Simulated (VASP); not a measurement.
# BaAlF4 (P4/mmm) in VASP: single point with PBE

Aim: the single point of BaAlF4 with PBE.

Everything below comes from runs of VASP 6.6.1. Logs are shortened: lines on timing, memory, paths and dates and some standing lists are left out, and cuts for length are marked.

## (1) The cell of the first run

Symmetry: P4/mmm, No. 123, tetragonal system. The conventional cell has a = 3.593 Å, b = 3.593 Å, c = 6.193 Å, α = 90.00°, β = 90.00°, γ = 90.00°. Ba (site symmetry 4/mmm) has 16 F at 2.89 to 3.58 Å and 4 Ba at 3.59 Å within 3.8 Å. Al (site symmetry 4/mmm) has 6 F at 1.72 to 1.80 Å within 2.3 Å. F (site symmetry mmm) has 2 Al at 1.80 Å and 8 F at 2.48 to 2.54 Å within 2.6 Å. F (site symmetry 4mm) has 1 Al at 1.72 Å within 2.3 Å.

## (2) Single point, PBE

Input file POSCAR:

```
BaAlF4
1.0
    3.5932090000      0.0000000000      0.0000000000
    0.0000000000      3.5932090000      0.0000000000
    0.0000000000      0.0000000000      6.1933900000
Ba Al F
1 1 4
Direct
    0.5000000000      0.5000000000      0.5000000000
    0.0000000000      0.0000000000      0.0000000000
    0.5000000000      0.0000000000      0.0000000000
    0.0000000000      0.5000000000      0.0000000000
    0.0000000000      0.0000000000      0.2770000000
    0.0000000000      0.0000000000      0.7230000000
```

Input file INCAR.step1:

```
ALGO = Normal
EDIFF = 1E-7
ENCUT = 520
GGA = PE
ISIF = 2
ISMEAR = -1
LASPH = True
LCHARG = True
LREAL = False
LWAVE = False
NBANDS = 30
NELM = 100
PREC = Accurate
SIGMA = 0.1
```

Input file KPOINTS.step1:

```
k-points
0
Gamma
  9 9 6
```

Input file INCAR.step2:

```
ALGO = Normal
EDIFF = 1E-7
ENCUT = 520
GGA = PE
ICHARG = 11
ISIF = 2
ISMEAR = -5
LASPH = True
LCHARG = False
LORBIT = 10
LREAL = False
LWAVE = False
NEDOS = 2001
NELM = 100
PREC = Accurate
SIGMA = 0.1
```

Input file KPOINTS.step2:

```
k-points
0
Gamma
  14 14 9
```

Potentials or basis: VASP PAW PBE potentials, release 64 (Ba_sv, Al, F).

The run is started by

```console
cat potpaw_PBE.64/Ba_sv/POTCAR potpaw_PBE.64/Al/POTCAR potpaw_PBE.64/F/POTCAR > POTCAR
cp INCAR.step1 INCAR
cp KPOINTS.step1 KPOINTS
mpirun -np 1 vasp_std > vasp.out
cp INCAR.step2 INCAR
cp KPOINTS.step2 KPOINTS
mpirun -np 1 vasp_std > vasp.out
```

OUTCAR:

```text
EDIFF = 1E-7
   ENCUT = 520
   GGA = PE
   ICHARG = 11
   ISIF = 2
   ISMEAR = -5
   LASPH = True
   LORBIT = 10
   LREAL = False
   NELM = 100
   PREC = Accurate

 ion  position               nearest neighbor table
   1  0.500  0.500  0.500-   5 2.89   6 2.89   5 2.89   6 2.89   5 2.89   6 2.89   5 2.89   6 2.89
                             2 4.01   2 4.01   2 4.01   2 4.01   2 4.01   2 4.01   2 4.01   2 4.01
   2  0.000  0.000  0.000-   5 1.72   6 1.72   3 1.80   4 1.80   4 1.80   3 1.80   1 4.01   1 4.01
                             1 4.01   1 4.01   1 4.01   1 4.01   1 4.01   1 4.01
   3  0.500  0.000  0.000-   2 1.80   2 1.80
   4  0.000  0.500  0.000-   2 1.80   2 1.80
   5  0.000  0.000  0.277-   2 1.72   1 2.89   1 2.89   1 2.89   1 2.89
   6  0.000  0.000  0.723-   2 1.72   1 2.89   1 2.89   1 2.89   1 2.89

  LATTYP: Found a simple tetragonal cell.
 ALAT       =     3.5932090000
 C/A-ratio  =     1.7236375619

  Lattice vectors:

 A1 = (   3.5932090000,   0.0000000000,   0.0000000000)
 A2 = (   0.0000000000,   3.5932090000,   0.0000000000)
 A3 = (   0.0000000000,   0.0000000000,   6.1933900000)

Analysis of symmetry for initial positions (statically):
=====================================================================
 Subroutine PRICEL returns:
 Original cell was already a primitive cell.

 Routine SETGRP: Setting up the symmetry group for a
 simple tetragonal supercell.

 Subroutine GETGRP returns: Found 16 space group operations
 (whereof 16 operations were pure point group operations)
 out of a pool of 16 trial point group operations.

The static configuration has the point symmetry D_4h.

Analysis of symmetry for dynamics (positions and initial velocities):
=====================================================================
 Subroutine PRICEL returns:
 Original cell was already a primitive cell.

 Routine SETGRP: Setting up the symmetry group for a
 simple tetragonal supercell.

 Subroutine GETGRP returns: Found 16 space group operations
 (whereof 16 operations were pure point group operations)
 out of a pool of 16 trial point group operations.

The dynamic configuration has the point symmetry D_4h.

 Subroutine INISYM returns: Found 16 space group operations
 (whereof 16 operations are pure point group operations),
 and found     1 'primitive' translations

----------------------------------------------------------------------------------------

                                     Primitive cell

  volume of cell :      79.9638

  direct lattice vectors                    reciprocal lattice vectors
     3.593209000  0.000000000  0.000000000     0.278302765  0.000000000  0.000000000
     0.000000000  3.593209000  0.000000000     0.000000000  0.278302765  0.000000000
     0.000000000  0.000000000  6.193390000     0.000000000  0.000000000  0.161462462

  length of vectors
     3.593209000  3.593209000  6.193390000     0.278302765  0.278302765  0.161462462

  position of ions in fractional coordinates (direct lattice)
     0.500000000  0.500000000  0.500000000
     0.000000000  0.000000000  0.000000000
     0.500000000  0.000000000  0.000000000
     0.000000000  0.500000000  0.000000000
     0.000000000  0.000000000  0.277000000
     0.000000000  0.000000000  0.723000000

  ion indices of the primitive-cell ions
   primitive index   ion index
                 1           1
                 2           2
                 3           3
                 4           4
                 5           5
                 6           6

----------------------------------------------------------------------------------------

 KPOINTS: k-points

Automatic generation of k-mesh.
 Grid dimensions read from file:
 generate k-points for:   14   14    9

 Generating k-lattice:

  Cartesian coordinates                     Fractional coordinates (reciprocal lattice)
     0.019878769  0.000000000  0.000000000     0.071428571  0.000000000  0.000000000
     0.000000000  0.019878769  0.000000000     0.000000000  0.071428571  0.000000000
     0.000000000  0.000000000  0.017940274     0.000000000  0.000000000  0.111111111

  Length of vectors
     0.019878769  0.019878769  0.017940274

  Shift w.r.t. Gamma in fractional coordinates (k-lattice)
     0.000000000  0.000000000  0.000000000

 TETIRR: Found   2653 inequivalent tetrahedra from    10584

 Subroutine IBZKPT returns following result:
 ===========================================

 Found    180 irreducible k-points:

 Following reciprocal coordinates:
            Coordinates               Weight
  0.000000  0.000000  0.000000      1.000000
  0.071429  0.000000  0.000000      4.000000
  0.142857  0.000000  0.000000      4.000000
  0.214286  0.000000  0.000000      4.000000
  0.285714  0.000000  0.000000      4.000000
  0.357143  0.000000  0.000000      4.000000
[... 16 lines left out ...]
  0.285714  0.214286  0.000000      8.000000
  0.357143  0.214286  0.000000      8.000000
 [... further k-points ...]
   k-points           NKPTS =    180   k-points in BZ     NKDIM =    180   number of bands    NBANDS=     24
   number of dos      NEDOS =   2001   number of ions     NIONS =      6
   total plane-waves  NPLWV =  37632
   dimension x,y,z NGX =    28 NGY =   28 NGZ =   48
   dimension x,y,z NGXF=    56 NGYF=   56 NGZF=   96
   ions per type =               1   1   4
   NGX,Y,Z   is equivalent  to a cutoff of  12.95, 12.95, 12.88 a.u.
   NGXF,Y,Z  is equivalent  to a cutoff of  25.91, 25.91, 25.77 a.u.
 SYSTEM =  unknown system
   PREC   = accura    normal or accurate (medium, high low for compatibility)
   ISTART =      0    job   : 0-new  1-cont  2-samecut
   ICHARG =     11    charge: 1-file 2-atom 10-const
   ISPIN  =      1    spin polarized calculation?
   LNONCOLLINEAR =      F non collinear calculations
   LSORBIT =      F    spin-orbit coupling
   LASPH  =      T    aspherical Exc in radial PAW
   ENCUT  =  520.0 eV  38.22 Ry    6.18 a.u.   6.68  6.68 11.52*2*pi/ulx,y,z
   NELM   =    100;   NELMIN=  2; NELMDL=  0     # of ELM steps
   EDIFF  = 0.1E-06   stopping-criterion for ELM
   LREAL  =      F    real-space projection
   EDIFFG = 0.1E-05   stopping-criterion for IOM
   NSW    =      0    number of steps for IOM
   IBRION =     -1    ionic relax: 0-MD 1-quasi-New 2-CG
   NFREE  =      0    steps in history (QN), initial steepest desc. (CG)
   ISIF   =      2    stress and relaxation
   ISYM   =      2    0-nonsym 1-usesym 2-fastsym
   POTIM  = 0.5000    time-step for ionic-motion
   TEBEG  =    0.0;   TEEND  =   0.0 temperature during run
   PSTRESS=    0.0 pullay stress
   NELECT =      41.0000    total number of electrons
   NUPDOWN=      -1.0000    fix difference up-down
   EMIN   =  10.00;   EMAX   =-10.00  energy-range for DOS
   EFERMI =   0.00;   METHOD = LEGACY
   ISMEAR =    -5;   SIGMA  =   0.10  broadening in eV -4-tet -1-fermi 0-gaus
   EFERMI_NEDOS =   21; number of points for ismear=-14 and -15
   IALGO  =     38    algorithm
   IMIX   =      4    mixing-type and parameters
     AMIX     =   0.40;   BMIX     =  1.00
     AMIX_MAG =   1.60;   BMIX_MAG =  1.00
  volume/ion in A,a.u.               =      13.33        89.94
  Fermi-wavevector in a.u.,A,eV,Ry     =   1.310303  2.476113 23.359752  1.716893
  Thomas-Fermi vector in A             =   2.440842
   LORBIT       =     10    0 simple, 1 ext, 2 COOP (PROOUT), +10 PAW based schemes
   GGA     = PE    functional components
   LHFCALC =     F    Hartree Fock is set to
   AEXX    =    0.0000 exact exchange contribution
   IVDW    =     0    specifies the selected vdW correction
   LEPSILON=     F    determine dielectric tensor
   LRPA    =     F    only Hartree local field effects (RPA)
 non-spin polarized calculation
 Fermi weights with tetrahedron method with Bloechl corrections
  energy-cutoff  :      520.00
  volume of cell :       79.96
 maximum number of plane-waves:      2175
 NGX is ok and might be reduce to    28

 number of electron      41.0000037 magnetization

 Free energy of the ion-electron system (eV)
  ---------------------------------------------------
  ext. energy  EPLUGINS =         0.00000000
  ---------------------------------------------------
  free energy    TOTEN  =       -31.27925050 eV

  energy without entropy =      -31.27925050  energy(sigma->0) =      -31.27925050

 E-fermi :   7.8001     XC(G=0): -10.0534

 val. band max:        7.7593211610   @ k =   0.2143   0.0000   0.1111
 cond. band min:       7.7949205205   @ k =   0.5000   0.0000   0.4444
 fundamental gap:      0.0355993595
 Fermi energy:         7.8000563375

 k-point     1 :       0.0000    0.0000    0.0000
  band No.  band energies     occupation
      1     -22.7170      2.00000
      2     -22.1748      2.00000
      3     -21.0314      2.00000
      4     -20.6066      2.00000
      5     -20.3179      2.00000
      6      -7.8007      2.00000
[... 16 lines left out ...]
     23       7.8255      0.00000
     24      11.5830      0.00000

 k-point     2 :       0.0714    0.0000    0.0000
  band No.  band energies     occupation
      1     -22.6987      2.00000
      2     -22.1636      2.00000
      3     -21.0437      2.00000
      4     -20.6044      2.00000
      5     -20.3283      2.00000
      6      -7.8040      2.00000
[... 16 lines left out ...]
     23       7.9145      0.00000
     24      11.1626      0.00000
[... 565 lines left out ...]
     23       9.2471      0.00000
     24       9.9596      0.00000

 k-point    24 :       0.3571    0.2143    0.0000
  band No.  band energies     occupation
      1     -22.2668      2.00000
      2     -21.8410      2.00000
      3     -21.3547      2.00000
      4     -20.5591      2.00000
      5     -20.5556      2.00000
      6      -8.1199      2.00000
[... 16 lines left out ...]
     23       9.3025      0.00000
     24       9.9986      0.00000

 [... further k-points ...]

------------------------ aborting loop because EDIFF is reached ----------------------------------------

  FORCE on cell =-STRESS in cart. coord.  units (eV):
  Direction    XX          YY          ZZ          XY          YZ          ZX
  --------------------------------------------------------------------------------------
  -------------------------------------------------------------------------------------
  Total        5.8650362      5.8650362      8.2243167      0.0000000      0.0000000      0.0000000
  in kB      117.5135356    117.5135356    164.7847524      0.0000000      0.0000000      0.0000000
  external PRESSURE =     133.2706079 kB  Pullay stress =       0.0000000 kB

 VOLUME and BASIS-vectors are now :
 -----------------------------------------------------------------------------
  energy-cutoff  :      520.00
  volume of cell :       79.96
      direct lattice vectors                 reciprocal lattice vectors
     3.593209000  0.000000000  0.000000000     0.278302765  0.000000000  0.000000000
     0.000000000  3.593209000  0.000000000     0.000000000  0.278302765  0.000000000
     0.000000000  0.000000000  6.193390000     0.000000000  0.000000000  0.161462462

 POSITION                                       TOTAL-FORCE (eV/Angst)
 -----------------------------------------------------------------------------------
      1.79660      1.79660      3.09669        -0.000000      0.000000      0.000000
      0.00000      0.00000      0.00000        -0.000000      0.000000      0.000000
      1.79660      0.00000      0.00000        -0.000000      0.000000      0.000000
      0.00000      1.79660      0.00000        -0.000000      0.000000      0.000000
      0.00000      0.00000      1.71557         0.000000      0.000000      1.362764
      0.00000      0.00000      4.47782        -0.000000      0.000000     -1.362764
 -----------------------------------------------------------------------------------
    total drift:                                0.000000      0.000000     -0.000000

  FREE ENERGIE OF THE ION-ELECTRON SYSTEM (eV)
  ---------------------------------------------------
  free  energy   TOTEN  =       -31.2792505022 eV

  energy  without entropy=      -31.2792505022  energy(sigma->0) =      -31.27925050

 total charge

# of ion       s       p       d       tot
------------------------------------------
    1        1.998   5.553   0.581   8.132
    2        0.303   0.426   0.000   0.729
    3        1.738   4.468   0.000   6.206
    4        1.738   4.468   0.000   6.206
    5        1.739   4.429   0.000   6.167
    6        1.739   4.429   0.000   6.167
--------------------------------------------------
tot          9.254  23.772   0.581  33.608
```

Wall time 8 min (1 thread of Intel Xeon 8259CL, shared host); peak memory 0.43 GiB.

Results:

| Quantity | Value |
| --- | --- |
| Valence electrons inside the program's atomic spheres | Ba 8.13; Al 0.73; F 6.21, 6.17 (each value once) |

Levels at points of the mesh, in eV from the Fermi level:
```
           k point  band 18  band 19  band 20  band 21  band 22  band 23
(0.00, 0.00, 0.00)    -9.02    -8.86    -8.86    -1.55    -0.84     0.03
(0.50, 0.00, 0.00)    -9.33    -9.20    -8.36    -0.33     0.45     1.28
(0.50, 0.50, 0.00)    -8.55    -8.54    -8.54     0.87     1.72     1.73
```

Caveat: spin-orbit coupling is left out, which moves the levels of the heavy elements; an odd number of electrons without spin polarisation forces a metal; a magnetic or distorted state may lie lower; tetrahedron occupations give inexact forces and stress in metals.
